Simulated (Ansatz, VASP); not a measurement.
## Two plane-wave programs on TiO2

```
CELL_PARAMETERS angstrom
-1.97250 1.97250 5.14955
1.97250 -1.97250 5.14955
1.97250 1.97250 -5.14955
ATOMIC_POSITIONS crystal
Ti 0.00000 0.00000 0.00000
Ti 0.75000 0.25000 0.50000
O 0.20527 0.20527 0.00000
O 0.95527 0.45527 0.50000
O 0.54473 0.04473 0.50000
O 0.79473 0.79473 0.00000
```

Alike in both runs: task single point; functional PBE; k mesh 8 × 8 × 8; occupations gaussian, width 0.05 eV; no spin polarisation; Hubbard terms Ti d U = 4.0 eV.

|  | VASP | Ansatz |
| --- | --- | --- |
| version | VASP 6.6.1 | Ansatz 0.2.0 |
| potentials or method | VASP PAW PBE potentials, release 64 (Ti_sv, O), cutoff 600 eV | scalar-relativistic, plane waves, PAW |
| valence electrons in the cell | 48 | 48 |

Ansatz gave:

- gap on the k mesh at the Fermi level (eV): 2.27
- least direct gap on the mesh (eV): 2.54
- pressure (GPa): -18.4
- traceless stress, the component that is largest in VASP (GPa): -2.17
- rms of the force components (eV/Å): 0.291

Question: What did VASP give for the same quantities?

Answer: gap on the k mesh at the Fermi level (eV): 2.33; least direct gap on the mesh (eV): 2.59; pressure (GPa): -15.9; traceless stress, the component that is largest in VASP (GPa): -2.86; rms of the force components (eV/Å): 0.244.

The programs project onto different local orbitals, so the same U acts differently, and such runs can settle in different states. Atom by atom the forces differ by 0.047 eV/Å (rms over components).
